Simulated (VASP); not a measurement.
# BaCaSe3 (Pm-3m) in VASP: notebook

Runs on BaCaSe3. Level: PBE. Tasks: single point, relaxation of cell and atoms.

All numbers are computed with VASP 6.6.1; they aren't measurements. Logs are shortened: lines on timing, memory, paths and dates and some standing lists are left out, and cuts for length are marked.

## 1. The cell of the first run

Symmetry: Pm-3m, No. 221, cubic system. The conventional cell has a = 5.849 Å, b = 5.849 Å, c = 5.849 Å, α = 90.00°, β = 90.00°, γ = 90.00°. Within 3.9 Å of Ba (site symmetry m-3m) lie 6 Se at 2.92 Å. Within 5.4 Å of Ca (site symmetry m-3m) lie 12 Se at 4.14 Å and 8 Ba at 5.07 Å. Se (site symmetry 4/mmm) has 2 Ba at 2.92 Å within 3.9 Å.

## 2. Single point, PBE

INCAR reads:

```
SYSTEM = BaCaSe3
PREC = Accurate
ENCUT = 520
EDIFF = 1E-6
ISMEAR = 0
SIGMA = 0.1
LREAL = .False.
LASPH = .True.
NELM = 60
ALGO = Normal
ISIF = 2
LWAVE = .False.
LCHARG = .False.
GGA = PE
NBANDS = 27
```

KPOINTS reads:

```
regular mesh
0
Gamma
  8 8 8
  0 0 0
```

POSCAR reads:

```
BaCaSe3
1.0
    5.8491762428      0.0000000000      0.0000000000
    0.0000000000      5.8491762428      0.0000000000
    0.0000000000      0.0000000000      5.8491762428
Ba Ca Se
1 1 3
Direct
    0.5000000000      0.5000000000      0.5000000000
    0.0000000000      0.0000000000      0.0000000000
    0.5000000000      0.5000000000      0.0000000000
    0.5000000000      0.0000000000      0.5000000000
    0.0000000000      0.5000000000      0.5000000000
```

Potentials or basis: VASP PAW PBE potentials, release 64 (Ba_sv, Ca_sv, Se).

On the command line:

```console
$ cat potpaw_PBE.64/Ba_sv/POTCAR potpaw_PBE.64/Ca_sv/POTCAR potpaw_PBE.64/Se/POTCAR > POTCAR
$ mpirun -np 1 vasp_std > vasp.out
```

OUTCAR:

```text
SYSTEM = BaCaSe3
   PREC = Accurate
   ENCUT = 520
   EDIFF = 1E-6
   ISMEAR = 0
   LREAL = .False.
   LASPH = .True.
   NELM = 60
   ISIF = 2
   GGA = PE

 ion  position               nearest neighbor table
   1  0.500  0.500  0.500-   3 2.92   4 2.92   5 2.92   3 2.92   4 2.92   5 2.92
   2  0.000  0.000  0.000-
   3  0.500  0.500  0.000-   1 2.92   1 2.92
   4  0.500  0.000  0.500-   1 2.92   1 2.92
   5  0.000  0.500  0.500-   1 2.92   1 2.92

  LATTYP: Found a simple cubic cell.
 ALAT       =     5.8491762428

  Lattice vectors:

 A1 = (   5.8491762428,   0.0000000000,   0.0000000000)
 A2 = (   0.0000000000,   5.8491762428,   0.0000000000)
 A3 = (   0.0000000000,   0.0000000000,   5.8491762428)

Analysis of symmetry for initial positions (statically):
=====================================================================
 Subroutine PRICEL returns:
 Original cell was already a primitive cell.

 Routine SETGRP: Setting up the symmetry group for a
 simple cubic supercell.

 Subroutine GETGRP returns: Found 48 space group operations
 (whereof 48 operations were pure point group operations)
 out of a pool of 48 trial point group operations.

The static configuration has the point symmetry O_h .

Analysis of symmetry for dynamics (positions and initial velocities):
=====================================================================
 Subroutine PRICEL returns:
 Original cell was already a primitive cell.

 Routine SETGRP: Setting up the symmetry group for a
 simple cubic supercell.

 Subroutine GETGRP returns: Found 48 space group operations
 (whereof 48 operations were pure point group operations)
 out of a pool of 48 trial point group operations.

The dynamic configuration has the point symmetry O_h .

 Subroutine INISYM returns: Found 48 space group operations
 (whereof 48 operations are pure point group operations),
 and found     1 'primitive' translations

----------------------------------------------------------------------------------------

                                     Primitive cell

  volume of cell :     200.1171

  direct lattice vectors                    reciprocal lattice vectors
     5.849176243  0.000000000  0.000000000     0.170964245  0.000000000  0.000000000
     0.000000000  5.849176243  0.000000000     0.000000000  0.170964245  0.000000000
[... 80 lines left out ...]
   NGXF,Y,Z  is equivalent  to a cutoff of  27.29, 27.29, 27.29 a.u.
 SYSTEM =  BaCaSe3
   PREC   = accura    normal or accurate (medium, high low for compatibility)
   ISTART =      0    job   : 0-new  1-cont  2-samecut
   ICHARG =      2    charge: 1-file 2-atom 10-const
   ISPIN  =      1    spin polarized calculation?
   LNONCOLLINEAR =      F non collinear calculations
   LSORBIT =      F    spin-orbit coupling
   LASPH  =      T    aspherical Exc in radial PAW
   ENCUT  =  520.0 eV  38.22 Ry    6.18 a.u.  10.88 10.88 10.88*2*pi/ulx,y,z
   NELM   =     60;   NELMIN=  2; NELMDL= -5     # of ELM steps
   EDIFF  = 0.1E-05   stopping-criterion for ELM
   LREAL  =      F    real-space projection
[... 7 lines left out ...]
   TEBEG  =    0.0;   TEEND  =   0.0 temperature during run
   PSTRESS=    0.0 pullay stress
   NELECT =      38.0000    total number of electrons
   NUPDOWN=      -1.0000    fix difference up-down
   EMIN   =  10.00;   EMAX   =-10.00  energy-range for DOS
   EFERMI =   0.00;   METHOD = LEGACY
   ISMEAR =     0;   SIGMA  =   0.10  broadening in eV -4-tet -1-fermi 0-gaus
   EFERMI_NEDOS =   21; number of points for ismear=-14 and -15
   IALGO  =     38    algorithm
   IMIX   =      4    mixing-type and parameters
     AMIX     =   0.40;   BMIX     =  1.00
     AMIX_MAG =   1.60;   BMIX_MAG =  1.00
  volume/ion in A,a.u.               =      40.02       270.09
  Fermi-wavevector in a.u.,A,eV,Ry     =   0.940968  1.778171 12.046870  0.885420
  Thomas-Fermi vector in A             =   2.068432
   LORBIT       =      0    0 simple, 1 ext, 2 COOP (PROOUT), +10 PAW based schemes
   GGA     = PE    functional components
   LHFCALC =     F    Hartree Fock is set to
   AEXX    =    0.0000 exact exchange contribution
   IVDW    =     0    specifies the selected vdW correction
   LEPSILON=     F    determine dielectric tensor
   LRPA    =     F    only Hartree local field effects (RPA)
 non-spin polarized calculation
 Gauss-broadening in eV      SIGMA  =   0.10
  energy-cutoff  :      520.00
  volume of cell :      200.12
 maximum number of plane-waves:      5449
 NGX is ok and might be reduce to    48
   NGX = 21   NGY = 21   NGZ = 21

 number of electron      38.0000005 magnetization

 Free energy of the ion-electron system (eV)
  ---------------------------------------------------
  ext. energy  EPLUGINS =         0.00000000
  ---------------------------------------------------
  free energy    TOTEN  =       -16.56152029 eV

  energy without entropy =      -16.51482024  energy(sigma->0) =      -16.53817027

 E-fermi :   0.4700     XC(G=0):  -7.6454

 val. band max:        0.4686585895   @ k =   0.1250   0.0000   0.0000
 cond. band min:       0.4823902390   @ k =   0.2500   0.1250   0.0000
 fundamental gap:      0.0137316496
 Fermi energy:         0.4700229649

 k-point     1 :       0.0000    0.0000    0.0000
  band No.  band energies     occupation
      1     -42.9103      2.00000
      2     -25.3055      2.00000
      3     -23.8105      2.00000
      4     -23.8105      2.00000
      5     -23.8105      2.00000
      6     -10.9702      2.00000
[... 709 lines left out ...]
     26       3.0925      0.00000
     27       5.0176      0.00000

 [... further k-points ...]
[... 5 lines left out ...]
  --------------------------------------------------------------------------------------
  -------------------------------------------------------------------------------------
  Total        0.6248376      0.6248376      0.6248376      0.0000000      0.0000000     -0.0000000
  in kB        5.0025749      5.0025749      5.0025749      0.0000000      0.0000000     -0.0000000
  external PRESSURE =       5.0025749 kB  Pullay stress =       0.0000000 kB

 VOLUME and BASIS-vectors are now :
 -----------------------------------------------------------------------------
  energy-cutoff  :      520.00
  volume of cell :      200.12
      direct lattice vectors                 reciprocal lattice vectors
     5.849176243  0.000000000  0.000000000     0.170964245  0.000000000  0.000000000
     0.000000000  5.849176243  0.000000000     0.000000000  0.170964245  0.000000000
     0.000000000  0.000000000  5.849176243     0.000000000  0.000000000  0.170964245

 POSITION                                       TOTAL-FORCE (eV/Angst)
 -----------------------------------------------------------------------------------
      2.92459      2.92459      2.92459         0.000000      0.000000      0.000000
      0.00000      0.00000      0.00000         0.000000      0.000000      0.000000
      2.92459      2.92459      0.00000         0.000000      0.000000      0.000000
      2.92459      0.00000      2.92459         0.000000      0.000000      0.000000
      0.00000      2.92459      2.92459         0.000000      0.000000      0.000000
 -----------------------------------------------------------------------------------
    total drift:                                0.000000     -0.000000     -0.000000

  FREE ENERGIE OF THE ION-ELECTRON SYSTEM (eV)
  ---------------------------------------------------
  free  energy   TOTEN  =       -16.5615202910 eV

  energy  without entropy=      -16.5148202414  energy(sigma->0) =      -16.53817027
```

stdout:

```text
POSCAR found type information on POSCAR BaCaSe
 POSCAR found :  3 types and       5 ions
 scaLAPACK will be used
 LDA part: xc-table for (Slater+PW92), standard interpolation
 POSCAR, INCAR and KPOINTS ok, starting setup
 FFT: planning ... GRIDC
 FFT: planning ... GRID_SOFT
 FFT: planning ... GRID
 WAVECAR not read
 entering main loop
```

It took 5.2 min on 1 thread of Intel Xeon 8259CL, shared host; peak memory 0.45 GiB.

What came out:

```
Free energy            : -16.5615 eV
Pressure               : 0.5 GPa
Band gap on the k mesh : zero (bands 19 and 20 overlap by 0.60 eV)
```

Caveat: spin-orbit coupling is left out, which moves the levels of the heavy elements.

## 3. Relaxation of cell and atoms, PBE

This run uses another cell than the first one, of 38.09 Å³/atom.

INCAR reads:

```
SYSTEM = BaCaSe3
PREC = Accurate
ENCUT = 600
EDIFF = 1E-7
ISMEAR = 0
SIGMA = 0.1
LREAL = .False.
LASPH = .True.
NELM = 60
ALGO = Normal
ISIF = 3
LWAVE = .False.
LCHARG = .False.
GGA = PE
IBRION = 2
NSW = 100
EDIFFG = -0.01
```

KPOINTS is that of step 2.

Changes to POSCAR since step 2:

```diff
@@ -2,5 +2,5 @@
 1.0
-    5.8491762428      0.0000000000      0.0000000000
-    0.0000000000      5.8491762428      0.0000000000
-    0.0000000000      0.0000000000      5.8491762428
+    5.7535886917      0.0000000000      0.0000000000
+    0.0000000000      5.7535886917      0.0000000000
+    0.0000000000      0.0000000000      5.7535886917
 Ba Ca Se
```

Potentials or basis: VASP PAW PBE potentials, release 64 (Ba_sv, Ca_sv, Se).

On the command line:

```console
$ cat potpaw_PBE.64/Ba_sv/POTCAR potpaw_PBE.64/Ca_sv/POTCAR potpaw_PBE.64/Se/POTCAR > POTCAR
$ mpirun -np 1 vasp_std > vasp.out
```

It took 13 min on 1 thread of Intel Xeon 8259CL, shared host; peak memory 0.5 GiB.

It converged, with:

| Item | Value |
| --- | --- |
| Free energy | -16.5691 eV |
| Relaxed volume | 41.01 Å³/atom |
| Relaxed cell | a = 5.897 Å, b = 5.897 Å, c = 5.897 Å, α = 90.00°, β = 90.00°, γ = 90.00° |
| Space group after relaxing (to 0.1 Å) | Pm-3m (No. 221) |
| Energy gained by relaxing | 14.5 meV/atom |
| Ionic steps | 3 |
| Pressure after relaxing | 0.0 GPa |
| Band gap on the k mesh | zero (bands 19 and 20 overlap by 0.55 eV) |

The path:
| step | energy change (eV) | largest force (eV/Å) | pressure (GPa) | volume (Å³) |
| --- | --- | --- | --- | --- |
| 1 | 0.0000 | 0.0000 | 1.70 | 190.47 |
| 2 | -0.0696 | 0.0000 | 0.32 | 201.84 |
| 3 | -0.0725 | 0.0000 | -0.01 | 205.03 |

Final structure:
```
CELL_PARAMETERS angstrom
5.89663 0.00000 0.00000
0.00000 5.89663 0.00000
0.00000 0.00000 5.89663
ATOMIC_POSITIONS crystal
Ba 0.50000 0.50000 0.50000
Ca 0.00000 0.00000 0.00000
Se 0.50000 0.50000 0.00000
Se 0.50000 0.00000 0.50000
Se 0.00000 0.50000 0.50000
```

Levels at points of the mesh, in eV from the Fermi level:
```csv
k point,band 15,band 16,band 17,band 18,band 19,band 20,band 21,band 22,band 23
"(0.00, 0.00, 0.00)",-0.47,-0.47,-0.47,0.40,0.40,0.40,0.89,2.01,2.02
"(0.50, 0.00, 0.00)",-1.06,-0.88,-0.88,-0.78,0.33,0.33,2.11,2.15,2.34
"(0.50, 0.50, 0.00)",-1.09,-1.09,-0.98,-0.98,0.18,0.19,2.13,2.16,2.39
"(0.50, 0.50, 0.50)",-2.02,-1.65,-1.65,0.23,0.23,0.23,1.42,2.06,2.06
```

Caveat: spin-orbit coupling is left out, which moves the levels of the heavy elements.
